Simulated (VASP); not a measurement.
# Sb in VASP: notebook

Sb is run at these levels: PBE; tasks: electric field gradients.

Program: VASP 6.6.1. These are calculated values, not measurements. Logs are shortened: lines on timing, memory, paths and dates and some standing lists are left out, and cuts for length are marked.

### Step 1. The cell of the first run

The structure is tetragonal, space group I4/mmm (No. 139). The conventional cell has a = 3.030 Å, b = 3.030 Å, c = 4.993 Å, α = 90.00°, β = 90.00°, γ = 90.00°. Sb (site symmetry 4/mmm) has 12 Sb at 3.03 to 3.29 Å within 4.0 Å.

### Step 2. Electric field gradients, PBE (volume scaled by 1.02)

INCAR reads:

```
SYSTEM = Sb
PREC = Accurate
ENCUT = 520
EDIFF = 1E-8
ISMEAR = -1
SIGMA = 0.05
LREAL = .False.
LASPH = .True.
NELM = 60
ALGO = Normal
ISIF = 2
LWAVE = .False.
LCHARG = .False.
GGA = PE
LEFG = .True.
NBANDS = 8
```

KPOINTS reads:

```
Automatic mesh
0
Gamma
  19 19 19
  0 0 0
```

POSCAR reads:

```
Sb
1.0
   -1.5149671779      1.5149671779      2.4964243197
    1.5149671779     -1.5149671779      2.4964243197
    1.5149671779      1.5149671779     -2.4964243197
Sb
1
Direct
    0.0000000000      0.0000000000      0.0000000000
```

Potentials or basis: VASP PAW PBE potentials, release 64 (Sb).

Launch:

```console
$ cat potpaw_PBE.64/Sb/POTCAR > POTCAR
$ mpirun -np 1 vasp_std > vasp.out
```

OUTCAR:

```text
SYSTEM = Sb
   PREC = Accurate
   ENCUT = 520
   EDIFF = 1E-8
   ISMEAR = -1
   LREAL = .False.
   LASPH = .True.
   NELM = 60
   ISIF = 2
   GGA = PE

 ion  position               nearest neighbor table
   1  0.000  0.000  0.000-

  LATTYP: Found a body centered tetragonal cell.
 ALAT       =     3.0299343558
 C/A-ratio  =     1.6478405315

  Lattice vectors:

 A1 = (  -1.5149671779,   1.5149671779,   2.4964243197)
 A2 = (   1.5149671779,  -1.5149671779,   2.4964243197)
 A3 = (   1.5149671779,   1.5149671779,  -2.4964243197)

Analysis of symmetry for initial positions (statically):
=====================================================================
 Subroutine PRICEL returns:
 Original cell was already a primitive cell.

 Routine SETGRP: Setting up the symmetry group for a
 body centered tetragonal supercell.

 Subroutine GETGRP returns: Found 16 space group operations
 (whereof 16 operations were pure point group operations)
 out of a pool of 16 trial point group operations.

The static configuration has the point symmetry D_4h.

Analysis of symmetry for dynamics (positions and initial velocities):
=====================================================================
 Subroutine PRICEL returns:
 Original cell was already a primitive cell.

 Routine SETGRP: Setting up the symmetry group for a
 body centered tetragonal supercell.

 Subroutine GETGRP returns: Found 16 space group operations
 (whereof 16 operations were pure point group operations)
 out of a pool of 16 trial point group operations.

The dynamic configuration has the point symmetry D_4h.

 Subroutine INISYM returns: Found 16 space group operations
 (whereof 16 operations are pure point group operations),
 and found     1 'primitive' translations

----------------------------------------------------------------------------------------

                                     Primitive cell

  volume of cell :      22.9184

  direct lattice vectors                    reciprocal lattice vectors
    -1.514967178  1.514967178  2.496424320     0.000000000  0.330040154  0.200286464
     1.514967178 -1.514967178  2.496424320     0.330040154  0.000000000  0.200286464
     1.514967178  1.514967178 -2.496424320     0.330040154  0.330040154  0.000000000

  length of vectors
     3.289739425  3.289739425  3.289739425     0.386058507  0.386058507  0.466747261

[... 110 lines left out ...]
  energy-cutoff  :      520.00
  volume of cell :       22.92
 maximum number of plane-waves:       638
   NGX = 13   NGY = 13   NGZ = 13

 number of electron       5.0000000 magnetization

 Free energy of the ion-electron system (eV)
  ---------------------------------------------------
  ext. energy  EPLUGINS =         0.00000000
  ---------------------------------------------------
  free energy    TOTEN  =        -3.63760608 eV

  energy without entropy =       -3.63308568  energy(sigma->0) =       -3.63534588

 E-fermi :  10.8469     XC(G=0): -10.9483

 val. band max:       10.8269898530   @ k =  -0.2105  -0.3684   0.1579
 cond. band min:      10.8663381903   @ k =  -0.1579  -0.2632   0.1053
 fundamental gap:      0.0393483373
 Fermi energy:        10.8468709827

 k-point     1 :       0.0000    0.0000    0.0000
  band No.  band energies     occupation
      1      -3.5310      2.00000
      2      17.1221      0.00000
      3      17.4137      0.00000
      4      17.4137      0.00000
      5      20.8229      0.00000
      6      21.2493      0.00000
      7      21.8640      0.00000
      8      21.8640      0.00000
[... 243 lines left out ...]
 k-point    24 :      -0.2632    0.0526   -0.0000
  band No.  band energies     occupation
      1      -2.0382      2.00000
      2      10.1534      2.00000
      3      14.5893      0.00000
      4      16.7692      0.00000
      5      19.0684      0.00000
      6      21.0972      0.00000
      7      22.5780      0.00000
      8      23.2564      0.00000

 [... further k-points ...]
[... 5 lines left out ...]
  --------------------------------------------------------------------------------------
  -------------------------------------------------------------------------------------
  Total        2.4620910      2.4620910      2.1861945      0.0000000      0.0000000      0.0000000
  in kB      172.1194039    172.1194039    152.8320838      0.0000000      0.0000000      0.0000000
  external PRESSURE =     165.6902972 kB  Pullay stress =       0.0000000 kB

 VOLUME and BASIS-vectors are now :
 -----------------------------------------------------------------------------
  energy-cutoff  :      520.00
  volume of cell :       22.92
      direct lattice vectors                 reciprocal lattice vectors
    -1.514967178  1.514967178  2.496424320     0.000000000  0.330040154  0.200286464
     1.514967178 -1.514967178  2.496424320     0.330040154  0.000000000  0.200286464
     1.514967178  1.514967178 -2.496424320     0.330040154  0.330040154  0.000000000

 POSITION                                       TOTAL-FORCE (eV/Angst)
 -----------------------------------------------------------------------------------
      0.00000      0.00000      0.00000        -0.000000      0.000000      0.000000
 -----------------------------------------------------------------------------------
    total drift:                                0.000000      0.000000      0.000000

  FREE ENERGIE OF THE ION-ELECTRON SYSTEM (eV)
  ---------------------------------------------------
  free  energy   TOTEN  =        -3.6376060838 eV

  energy  without entropy=       -3.6330856809  energy(sigma->0) =       -3.63534588

 Electric field gradients (V/A^2)
---------------------------------------------------------------------
 ion       V_xx      V_yy      V_zz      V_xy      V_xz      V_yz
---------------------------------------------------------------------
   1     -19.597   -19.597    39.193    -0.000    -0.000    -0.000
---------------------------------------------------------------------

 Electric field gradients after diagonalization (V/A^2)
 (convention: |V_zz| > |V_xx| > |V_yy|)
----------------------------------------------------------------------
 ion       V_xx      V_yy      V_zz     asymmetry (V_yy - V_xx)/ V_zz
----------------------------------------------------------------------
   1     -19.597   -19.596    39.193       0.000
----------------------------------------------------------------------

           NMR quadrupolar parameters

 Cq : quadrupolar parameter    Cq=e*Q*V_zz/h
 eta: asymmetry parameters     (V_yy - V_xx)/ V_zz
 Q  : nuclear electric quadrupole moment in mb (millibarn)
----------------------------------------------------------------------
 ion       Cq(MHz)       eta       Q (mb)
----------------------------------------------------------------------
   1       0.095       0.000       1.000
----------------------------------------------------------------------
```

stdout:

```text
POSCAR found type information on POSCAR Sb
 POSCAR found :  1 types and       1 ions
 scaLAPACK will be used
 LDA part: xc-table for (Slater+PW92), standard interpolation
 POSCAR, INCAR and KPOINTS ok, starting setup
 FFT: planning ... GRIDC
 FFT: planning ... GRID_SOFT
 FFT: planning ... GRID
 WAVECAR not read
 entering main loop
ion   1
```

Wall time 36 s (1 thread of Intel Xeon 6975P-C (Granite Rapids), shared host); peak memory 0.22 GiB.

What came out:

| Item | Value |
| --- | --- |
| Free energy | -3.6376 eV |
| Pressure | 16.6 GPa |

Levels at points of the mesh, in eV from the Fermi level:
| k point | band 1 | band 2 | band 3 | band 4 | band 5 | band 6 | band 7 |
| --- | --- | --- | --- | --- | --- | --- | --- |
| (0.00, 0.00, 0.00) | -14.38 | 6.28 | 6.57 | 6.57 | 9.98 | 10.40 | 11.02 |

Electric field gradients, principal values (V/Å²):
| atom | least | middle | greatest (by size) |
| --- | --- | --- | --- |
| 1 Sb | -19.596 | -19.597 | 39.193 |

Caveat: without QUAD_EFG the Cq values of the log hold for a quadrupole moment of 1 mb, not for the nuclei; spin-orbit coupling is left out, which moves the levels of the heavy elements.

### Step 3. Electric field gradients, PBE (volume scaled by 1.06)

INCAR reads:

```
SYSTEM = Sb
PREC     = Accurate       ! precision mode
ENCUT    = 520            ! plane-wave cutoff, eV
EDIFF    = 1E-8           ! SCF threshold, eV
ISMEAR   = -1             ! smearing method
SIGMA    = 0.05           ! smearing width, eV
LREAL    = .False.        ! projectors in reciprocal space
LASPH    = .True.         ! aspherical terms in the spheres
NELM     = 60             ! most SCF steps
ALGO     = Normal         ! electronic algorithm
ISIF     = 2              ! what is computed and relaxed
LWAVE    = .False.        ! write WAVECAR
LCHARG   = .False.        ! write CHGCAR
GGA      = PE             ! functional
LEFG     = .True.       
NBANDS   = 8              ! bands
```

KPOINTS reads:

```
regular mesh
0
Gamma
  19 19 19
  0 0 0
```

POSCAR reads:

```
Sb
1.0
   -1.5345172977      1.5345172977      2.5286397996
    1.5345172977     -1.5345172977      2.5286397996
    1.5345172977      1.5345172977     -2.5286397996
Sb
1
Direct
    0.0000000000      0.0000000000      0.0000000000
```

Potentials or basis: VASP PAW PBE potentials, release 64 (Sb).

Launch:

```console
$ cat potpaw_PBE.64/Sb/POTCAR > POTCAR
$ mpirun -np 1 vasp_std > vasp.out
```

OUTCAR:

```text
SYSTEM = Sb
   PREC = Accurate
   ENCUT = 520
   EDIFF = 1E-8
   ISMEAR = -1
   LREAL = .False.
   LASPH = .True.
   NELM = 60
   ISIF = 2
   GGA = PE

 ion  position               nearest neighbor table
   1  0.000  0.000  0.000-

  LATTYP: Found a body centered tetragonal cell.
 ALAT       =     3.0690345954
 C/A-ratio  =     1.6478405316

  Lattice vectors:

 A1 = (  -1.5345172977,   1.5345172977,   2.5286397996)
 A2 = (   1.5345172977,  -1.5345172977,   2.5286397996)
 A3 = (   1.5345172977,   1.5345172977,  -2.5286397996)

Analysis of symmetry for initial positions (statically):
[... 467 lines left out ...]
    total drift:                               -0.000000      0.000000      0.000000

  FREE ENERGIE OF THE ION-ELECTRON SYSTEM (eV)
  ---------------------------------------------------
  free  energy   TOTEN  =        -3.7174219262 eV

  energy  without entropy=       -3.7125466606  energy(sigma->0) =       -3.71498429

 Electric field gradients (V/A^2)
---------------------------------------------------------------------
 ion       V_xx      V_yy      V_zz      V_xy      V_xz      V_yz
---------------------------------------------------------------------
   1     -19.756   -19.756    39.512    -0.000    -0.000    -0.000
---------------------------------------------------------------------

 Electric field gradients after diagonalization (V/A^2)
 (convention: |V_zz| > |V_xx| > |V_yy|)
----------------------------------------------------------------------
 ion       V_xx      V_yy      V_zz     asymmetry (V_yy - V_xx)/ V_zz
----------------------------------------------------------------------
   1     -19.756   -19.756    39.512       0.000
----------------------------------------------------------------------

           NMR quadrupolar parameters

 Cq : quadrupolar parameter    Cq=e*Q*V_zz/h
 eta: asymmetry parameters     (V_yy - V_xx)/ V_zz
 Q  : nuclear electric quadrupole moment in mb (millibarn)
----------------------------------------------------------------------
 ion       Cq(MHz)       eta       Q (mb)
----------------------------------------------------------------------
   1       0.096       0.000       1.000
----------------------------------------------------------------------
```

It took 88 s on 1 thread of Intel Xeon 6975P-C (Granite Rapids), shared host; peak memory 0.24 GiB.

What came out:

| Quantity | Value |
| --- | --- |
| Free energy | -3.7174 eV |
| Pressure | 12.0 GPa |

Electric field gradients, principal values (V/Å²):
| atom | least | middle | greatest (by size) |
| --- | --- | --- | --- |
| 1 Sb | -19.756 | -19.756 | 39.512 |

Caveat: without QUAD_EFG the Cq values of the log hold for a quadrupole moment of 1 mb, not for the nuclei; spin-orbit coupling is left out, which moves the levels of the heavy elements.

### Step 4. Electric field gradients, PBE (equal xy, yz and zx shear strains of +3 %)

INCAR is that of step 3.

KPOINTS reads:

```
Automatic mesh
0
Gamma
  19 19 19
  0 0 0
```

POSCAR reads:

```
Sb
1.0
   -1.4452250000      1.5196250000      2.4800000000
    1.5196250000     -1.4452250000      2.4800000000
    1.4903750000      1.4903750000     -2.4348500000
Sb
1
Direct
    0.0000000000      0.0000000000      0.0000000000
```

Potentials or basis: VASP PAW PBE potentials, release 64 (Sb).

Launch:

```console
$ cat potpaw_PBE.64/Sb/POTCAR > POTCAR
$ mpirun -np 1 vasp_std > vasp.out
```

OUTCAR:

```text
SYSTEM = Sb
   PREC = Accurate
   ENCUT = 520
   EDIFF = 1E-8
   ISMEAR = -1
   LREAL = .False.
   LASPH = .True.
   NELM = 60
   ISIF = 2
   GGA = PE

 ion  position               nearest neighbor table
   1  0.000  0.000  0.000-

  Warning from LATTYP: Got some problem with cell dimensions!
  Tried to take original basis but could not verify dimensions!
  LATTYP: Found a base centered monoclinic cell.
 ALAT       =     4.3215780839
 B/A-ratio  =     0.9702314754
 C/A-ratio  =     0.7451890814
 COS(beta)  =    -0.6385468948

[... 473 lines left out ...]
    total drift:                               -0.000000      0.000000      0.000000

  FREE ENERGIE OF THE ION-ELECTRON SYSTEM (eV)
  ---------------------------------------------------
  free  energy   TOTEN  =        -3.5881395660 eV

  energy  without entropy=       -3.5834575267  energy(sigma->0) =       -3.58579855

 Electric field gradients (V/A^2)
---------------------------------------------------------------------
 ion       V_xx      V_yy      V_zz      V_xy      V_xz      V_yz
---------------------------------------------------------------------
   1     -13.694   -13.694    27.388     0.262   -15.058   -15.058
---------------------------------------------------------------------

 Electric field gradients after diagonalization (V/A^2)
 (convention: |V_zz| > |V_xx| > |V_yy|)
----------------------------------------------------------------------
 ion       V_xx      V_yy      V_zz     asymmetry (V_yy - V_xx)/ V_zz
----------------------------------------------------------------------
   1     -22.518   -13.956    36.475       0.235
----------------------------------------------------------------------

           NMR quadrupolar parameters

 Cq : quadrupolar parameter    Cq=e*Q*V_zz/h
 eta: asymmetry parameters     (V_yy - V_xx)/ V_zz
 Q  : nuclear electric quadrupole moment in mb (millibarn)
----------------------------------------------------------------------
 ion       Cq(MHz)       eta       Q (mb)
----------------------------------------------------------------------
   1       0.088       0.235       1.000
----------------------------------------------------------------------
```

stdout:

```text
POSCAR found type information on POSCAR Sb
 POSCAR found :  1 types and       1 ions
 scaLAPACK will be used
 LDA part: xc-table for (Slater+PW92), standard interpolation
 POSCAR, INCAR and KPOINTS ok, starting setup
 FFT: planning ... GRIDC
 FFT: planning ... GRID_SOFT
 FFT: planning ... GRID
 WAVECAR not read
 entering main loop
ion   1
```

It took 3.4 min on 1 thread of AMD EPYC 7R13 (Zen 3), shared host; peak memory 0.38 GiB.

Results:

- Free energy: -3.5881 eV
- Pressure: 19.4 GPa

Levels at points of the mesh, in eV from the Fermi level:
```
           k point  band 1  band 2  band 3  band 4  band 5  band 6  band 7  band 8
(0.00, 0.00, 0.00)  -14.53    6.26    6.65    7.08    9.92   10.53   11.12   11.26
```

Electric field gradients, principal values (V/Å²):
```
atom    least   middle  greatest (by size)
1 Sb  -13.956  -22.518              36.475
```

Caveat: the cell differs from its parent crystal (equal xy, yz and zx shear strains of +3 %); without QUAD_EFG the Cq values of the log hold for a quadrupole moment of 1 mb, not for the nuclei; spin-orbit coupling is left out, which moves the levels of the heavy elements.

(Part 1 of 2 ends here.)
